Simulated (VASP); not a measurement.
# W (Pbcm) in VASP: a series of runs

The runs below take W through single point, with LDA, PBEsol.

All numbers are computed with VASP 6.6.1; they aren't measurements. Logs are shortened: lines on timing, memory, paths and dates and some standing lists are left out, and cuts for length are marked.

**1. The cell of the first run**

Symmetry: Pbcm, No. 57, orthorhombic system. The conventional cell has a = 2.810 Å, b = 4.864 Å, c = 4.924 Å, α = 90.00°, β = 90.00°, γ = 90.00°. Within 3.6 Å of W (site symmetry m) lie 12 W at 2.70 to 3.06 Å.

**2. Single point, LDA**

The input, INCAR:

```
ALGO = Fast
EDIFF = 1E-6
ENCUT = 520
GGA = CA
ISIF = 2
ISMEAR = -1
LASPH = True
LCHARG = False
LREAL = False
LWAVE = False
NBANDS = 36
NELM = 80
PREC = Accurate
SIGMA = 0.05
```

The input, KPOINTS:

```
k-points
0
Gamma
  9 6 6
```

The input, POSCAR:

```
W
1.0
    2.8096620000      0.0000000000      0.0000000000
    0.0000000000      4.8638700000      0.0000000000
    0.0000000000      0.0000000000      4.9236950000
W
4
Direct
    0.7931720000      0.9368430000      0.7500000000
    0.2068280000      0.4368430000      0.7500000000
    0.2068280000      0.0631570000      0.2500000000
    0.7931720000      0.5631570000      0.2500000000
```

Potentials or basis: VASP PAW LDA potentials, release 64 (W_sv).

Command:

```
$ cat potpaw_LDA.64/W_sv/POTCAR > POTCAR
$ mpirun -np 1 vasp_std > vasp.out
```

OUTCAR:

```text
EDIFF = 1E-6
   ENCUT = 520
   GGA = CA
   ISIF = 2
   ISMEAR = -1
   LASPH = True
   LREAL = False
   NELM = 80
   PREC = Accurate

 ion  position               nearest neighbor table
   1  0.793  0.937  0.750-   2 2.70   2 2.70   3 2.79   3 2.79   2 2.94   2 2.94   3 3.03   3 3.03
                             4 3.06   4 3.06
   2  0.207  0.437  0.750-   1 2.70   1 2.70   4 2.79   4 2.79   1 2.94   1 2.94   4 3.03   4 3.03
                             3 3.06   3 3.06
   3  0.207  0.063  0.250-   4 2.70   4 2.70   1 2.79   1 2.79   4 2.94   4 2.94   1 3.03   1 3.03
                             2 3.06   2 3.06
   4  0.793  0.563  0.250-   3 2.70   3 2.70   2 2.79   2 2.79   3 2.94   3 2.94   2 3.03   2 3.03
                             1 3.06   1 3.06

  LATTYP: Found a simple orthorhombic cell.
 ALAT       =     2.8096620000
 B/A-ratio  =     1.7311228183
 C/A-ratio  =     1.7524154151

  Lattice vectors:

 A1 = (   2.8096620000,   0.0000000000,   0.0000000000)
 A2 = (   0.0000000000,   4.8638700000,   0.0000000000)
 A3 = (   0.0000000000,   0.0000000000,   4.9236950000)

Analysis of symmetry for initial positions (statically):
=====================================================================
 Subroutine PRICEL returns:
 Original cell was already a primitive cell.

 Routine SETGRP: Setting up the symmetry group for a
 simple orthorhombic supercell.

 Subroutine GETGRP returns: Found  8 space group operations
 (whereof  2 operations were pure point group operations)
 out of a pool of  8 trial point group operations.

The static configuration has the point symmetry S_2 .
 The point group associated with its full space group is D_2h.

Analysis of symmetry for dynamics (positions and initial velocities):
=====================================================================
 Subroutine PRICEL returns:
 Original cell was already a primitive cell.

 Routine SETGRP: Setting up the symmetry group for a
 simple orthorhombic supercell.

 Subroutine GETGRP returns: Found  8 space group operations
 (whereof  2 operations were pure point group operations)
 out of a pool of  8 trial point group operations.

The dynamic configuration has the point symmetry S_2 .
 The point group associated with its full space group is D_2h.

 Subroutine INISYM returns: Found  8 space group operations
 (whereof  2 operations are pure point group operations),
 and found     1 'primitive' translations

----------------------------------------------------------------------------------------

                                     Primitive cell

  volume of cell :      67.2864

  direct lattice vectors                    reciprocal lattice vectors
     2.809662000  0.000000000  0.000000000     0.355914697  0.000000000  0.000000000
     0.000000000  4.863870000  0.000000000     0.000000000  0.205597600  0.000000000
     0.000000000  0.000000000  4.923695000     0.000000000  0.000000000  0.203099501

  length of vectors
     2.809662000  4.863870000  4.923695000     0.355914697  0.205597600  0.203099501

  position of ions in fractional coordinates (direct lattice)
     0.793172000  0.936843000  0.750000000
     0.206828000  0.436843000  0.750000000
     0.206828000  0.063157000  0.250000000
     0.793172000  0.563157000  0.250000000

  ion indices of the primitive-cell ions
   primitive index   ion index
                 1           1
                 2           2
                 3           3
                 4           4

----------------------------------------------------------------------------------------

 KPOINTS: k-points

Automatic generation of k-mesh.
 Grid dimensions read from file:
 generate k-points for:    9    6    6

 Generating k-lattice:

  Cartesian coordinates                     Fractional coordinates (reciprocal lattice)
     0.039546077  0.000000000  0.000000000     0.111111111  0.000000000  0.000000000
     0.000000000  0.034266267  0.000000000     0.000000000  0.166666667  0.000000000
     0.000000000  0.000000000  0.033849917     0.000000000  0.000000000  0.166666667

  Length of vectors
     0.039546077  0.034266267  0.033849917

  Shift w.r.t. Gamma in fractional coordinates (k-lattice)
     0.000000000  0.000000000  0.000000000

 Subroutine IBZKPT returns following result:
 ===========================================

 Found     80 irreducible k-points:

 Following reciprocal coordinates:
            Coordinates               Weight
  0.000000  0.000000  0.000000      1.000000
  0.111111  0.000000  0.000000      2.000000
  0.222222  0.000000  0.000000      2.000000
  0.333333  0.000000  0.000000      2.000000
  0.444444  0.000000  0.000000      2.000000
  0.000000  0.166667  0.000000      2.000000
[... 16 lines left out ...]
  0.222222  0.000000  0.166667      4.000000
  0.333333  0.000000  0.166667      4.000000
 [... further k-points ...]
   k-points           NKPTS =     80   k-points in BZ     NKDIM =     80   number of bands    NBANDS=     36
   number of dos      NEDOS =    301   number of ions     NIONS =      4
   total plane-waves  NPLWV =  34560
   dimension x,y,z NGX =    24 NGY =   36 NGZ =   40
   dimension x,y,z NGXF=    48 NGYF=   72 NGZF=   80
   ions per type =               4
   NGX,Y,Z   is equivalent  to a cutoff of  14.20, 12.30, 13.51 a.u.
   NGXF,Y,Z  is equivalent  to a cutoff of  28.40, 24.61, 27.01 a.u.
 SYSTEM =  unknown system
   PREC   = accura    normal or accurate (medium, high low for compatibility)
   ISTART =      0    job   : 0-new  1-cont  2-samecut
   ICHARG =      2    charge: 1-file 2-atom 10-const
   ISPIN  =      1    spin polarized calculation?
   LNONCOLLINEAR =      F non collinear calculations
   LSORBIT =      F    spin-orbit coupling
   LASPH  =      T    aspherical Exc in radial PAW
   ENCUT  =  520.0 eV  38.22 Ry    6.18 a.u.   5.22  9.04  9.15*2*pi/ulx,y,z
   NELM   =     80;   NELMIN=  2; NELMDL= -5     # of ELM steps
   EDIFF  = 0.1E-05   stopping-criterion for ELM
   LREAL  =      F    real-space projection
   EDIFFG = 0.1E-04   stopping-criterion for IOM
   NSW    =      0    number of steps for IOM
   IBRION =     -1    ionic relax: 0-MD 1-quasi-New 2-CG
   NFREE  =      0    steps in history (QN), initial steepest desc. (CG)
   ISIF   =      2    stress and relaxation
   ISYM   =      2    0-nonsym 1-usesym 2-fastsym
   POTIM  = 0.5000    time-step for ionic-motion
   TEBEG  =    0.0;   TEEND  =   0.0 temperature during run
   PSTRESS=    0.0 pullay stress
   NELECT =      56.0000    total number of electrons
   NUPDOWN=      -1.0000    fix difference up-down
   EMIN   =  10.00;   EMAX   =-10.00  energy-range for DOS
   EFERMI =   0.00;   METHOD = LEGACY
   ISMEAR =    -1;   SIGMA  =   0.05  broadening in eV -4-tet -1-fermi 0-gaus
   EFERMI_NEDOS =   21; number of points for ismear=-14 and -15
   IALGO  =     68    algorithm
   IMIX   =      4    mixing-type and parameters
     AMIX     =   0.40;   BMIX     =  1.00
     AMIX_MAG =   1.60;   BMIX_MAG =  1.00
  volume/ion in A,a.u.               =      16.82       113.52
  Fermi-wavevector in a.u.,A,eV,Ry     =   1.539909  2.910006 32.263772  2.371320
  Thomas-Fermi vector in A             =   2.646071
   LORBIT       =      0    0 simple, 1 ext, 2 COOP (PROOUT), +10 PAW based schemes
   GGA     = CA    functional components
   LHFCALC =     F    Hartree Fock is set to
   AEXX    =    0.0000 exact exchange contribution
   IVDW    =     0    specifies the selected vdW correction
   LEPSILON=     F    determine dielectric tensor
   LRPA    =     F    only Hartree local field effects (RPA)
 non-spin polarized calculation
 RMM-DIIS sequential band-by-band and
  energy-cutoff  :      520.00
  volume of cell :       67.29
 maximum number of plane-waves:      1836
 NGX is ok and might be reduce to    24
   NGX = 11   NGY = 19   NGZ = 19

 number of electron      56.0000011 magnetization

 Free energy of the ion-electron system (eV)
  ---------------------------------------------------
  ext. energy  EPLUGINS =         0.00000000
  ---------------------------------------------------
  free energy    TOTEN  =       -54.23436290 eV

  energy without entropy =      -54.20584517  energy(sigma->0) =      -54.22010403

 E-fermi :  10.1551     XC(G=0): -13.4697

 val. band max:       10.1511885986   @ k =   0.2222   0.3333   0.3333
 cond. band min:      10.1577751438   @ k =   0.1111   0.0000   0.0000
 fundamental gap:      0.0065865452
 Fermi energy:        10.1551167254

 k-point     1 :       0.0000    0.0000    0.0000
  band No.  band energies     occupation
      1     -63.2509      2.00000
      2     -63.1718      2.00000
      3     -63.1378      2.00000
      4     -63.0879      2.00000
      5     -28.2902      2.00000
      6     -28.2326      2.00000
[... 28 lines left out ...]
     35      14.2360      0.00000
     36      14.6688      0.00000

 k-point     2 :       0.1111    0.0000    0.0000
  band No.  band energies     occupation
      1     -63.2421      2.00000
      2     -63.1659      2.00000
      3     -63.1334      2.00000
      4     -63.0864      2.00000
      5     -28.2558      2.00000
      6     -28.2019      2.00000
[... 28 lines left out ...]
     35      13.7853      0.00000
     36      14.1659      0.00000

 k-point     3 :       0.2222    0.0000    0.0000
  band No.  band energies     occupation
      1     -63.2189      2.00000
      2     -63.1509      2.00000
      3     -63.1225      2.00000
      4     -63.0836      2.00000
      5     -28.1616      2.00000
      6     -28.1181      2.00000
[... 28 lines left out ...]
     35      13.2944      0.00000
     36      13.8858      0.00000
[... 742 lines left out ...]
 k-point    23 :       0.2222    0.0000    0.1667
  band No.  band energies     occupation
      1     -63.2144      2.00000
      2     -63.1555      2.00000
      3     -63.1199      2.00000
      4     -63.0862      2.00000
      5     -28.1667      2.00000
      6     -28.0757      2.00000
[... 28 lines left out ...]
     35      12.8155      0.00000
     36      13.8409      0.00000

 k-point    24 :       0.3333    0.0000    0.1667
  band No.  band energies     occupation
      1     -63.1863      2.00000
      2     -63.1372      2.00000
      3     -63.1086      2.00000
      4     -63.0846      2.00000
      5     -28.0377      2.00000
      6     -28.0016      2.00000
[... 28 lines left out ...]
     35      13.2265      0.00000
     36      13.8854      0.00000

 [... further k-points ...]
[... 5 lines left out ...]
  --------------------------------------------------------------------------------------
  -------------------------------------------------------------------------------------
  Total       -5.8102941     -6.2004966     -6.0262701      0.0000000      0.0000000      0.0000000
  in kB     -138.3507503   -147.6419860   -143.4934221      0.0000000      0.0000000      0.0000000
  external PRESSURE =    -143.1620528 kB  Pullay stress =       0.0000000 kB

 VOLUME and BASIS-vectors are now :
 -----------------------------------------------------------------------------
  energy-cutoff  :      520.00
  volume of cell :       67.29
      direct lattice vectors                 reciprocal lattice vectors
     2.809662000  0.000000000  0.000000000     0.355914697  0.000000000  0.000000000
     0.000000000  4.863870000  0.000000000     0.000000000  0.205597600  0.000000000
     0.000000000  0.000000000  4.923695000     0.000000000  0.000000000  0.203099501

 POSITION                                       TOTAL-FORCE (eV/Angst)
 -----------------------------------------------------------------------------------
      2.22855      4.55668      3.69277         0.068026      0.076605     -0.000000
      0.58112      2.12475      3.69277        -0.068026      0.076605      0.000000
      0.58112      0.30719      1.23092        -0.068026     -0.076605      0.000000
      2.22855      2.73912      1.23092         0.068026     -0.076605      0.000000
 -----------------------------------------------------------------------------------
    total drift:                                0.000000      0.000000     -0.000000

  FREE ENERGIE OF THE ION-ELECTRON SYSTEM (eV)
  ---------------------------------------------------
  free  energy   TOTEN  =       -54.2343629009 eV

  energy  without entropy=      -54.2058451659  energy(sigma->0) =      -54.22010403
```

Wall time 2.4 min (1 thread of Intel Xeon Platinum 8259CL at 2.50GHz (Skylake/Cascade Lake), shared host); peak memory 0.25 GiB.

What came out:

* Free energy: -54.2344 eV
* Pressure: -14.3 GPa
* Largest force: 0.102 eV/Å
* Band gap on the k mesh: zero (band 28 reaches 11.11 eV, above the bottom of band 29 at 9.85 eV)

Forces on the atoms (eV/Å):
```
W    0.068  0.077  0.000
W   -0.068  0.077  0.000
W   -0.068 -0.077  0.000
W    0.068 -0.077  0.000
```

Stress tensor (GPa, compression positive):
```
-13.84   0.00   0.00
  0.00 -14.76   0.00
  0.00   0.00 -14.35
```

Caveat: spin-orbit coupling is left out, which moves the levels of the heavy elements.

**3. Single point, PBEsol**

This run uses another cell than the first one, of 15.81 Å³/atom, 0.940 times its volume.

The input, INCAR:

```
  PREC = Accurate
  ENCUT = 520
  EDIFF = 1E-6
  ISMEAR = -1
  SIGMA = 0.05
  LREAL = False
  LASPH = True
  NELM = 100
  ALGO = Fast
  ISIF = 2
  LWAVE = False
  LCHARG = False
  GGA = PS
  NBANDS = 36
```

The input, KPOINTS:

```
regular mesh
0
Gamma
  9 6 6
```

The input, POSCAR:

```
W
1.0
    2.7523058654      0.0000000000      0.0000000000
    0.0000000000      4.7645794866      0.0000000000
    0.0000000000      0.0000000000      4.8231832256
W
4
Direct
    0.7931720000      0.9368430000      0.7500000000
    0.2068280000      0.4368430000      0.7500000000
    0.2068280000      0.0631570000      0.2500000000
    0.7931720000      0.5631570000      0.2500000000
```

Potentials or basis: VASP PAW PBE potentials, release 64 (W_sv).

Command:

```
$ cat potpaw_PBE.64/W_sv/POTCAR > POTCAR
$ mpirun -np 1 vasp_std > vasp.out
```

Run time: 3.5 min. Hardware: 1 thread of AMD EPYC 7R43 (Zen 3), shared host; peak memory 0.21 GiB.

Results (log left out):

```
Free energy            : -53.1403 eV
Pressure               : 8.0 GPa
Largest force          : 0.283 eV/Å
Band gap on the k mesh : zero (band 28 reaches 12.02 eV, above the bottom of band 29 at 10.65 eV)
```

Forces on the atoms (eV/Å):
```
W   -0.278  0.054  0.000
W    0.278  0.054  0.000
W    0.278 -0.054  0.000
W   -0.278 -0.054  0.000
```

Stress tensor (GPa, compression positive):
```
9.53 0.00 0.00
0.00 8.30 0.00
0.00 0.00 6.05
```

Levels at points of the mesh, in eV from the Fermi level:
```csv
k point,band 26,band 27,band 28,band 29,band 30,band 31
"(0.00, 0.00, 0.00)",-0.43,-0.38,-0.38,-0.33,-0.02,0.56
"(0.00, 0.50, 0.00)",-1.57,0.36,0.36,0.38,0.38,0.88
"(0.00, 0.00, 0.50)",-0.90,-0.18,-0.18,0.81,0.81,1.90
"(0.00, 0.50, 0.50)",-1.21,-1.21,-1.21,1.77,1.77,1.77
```

Caveat: the PAW data sets were made with another functional, which shifts forces and pressure a little; spin-orbit coupling is left out, which moves the levels of the heavy elements.

[end of part 1 of 2]
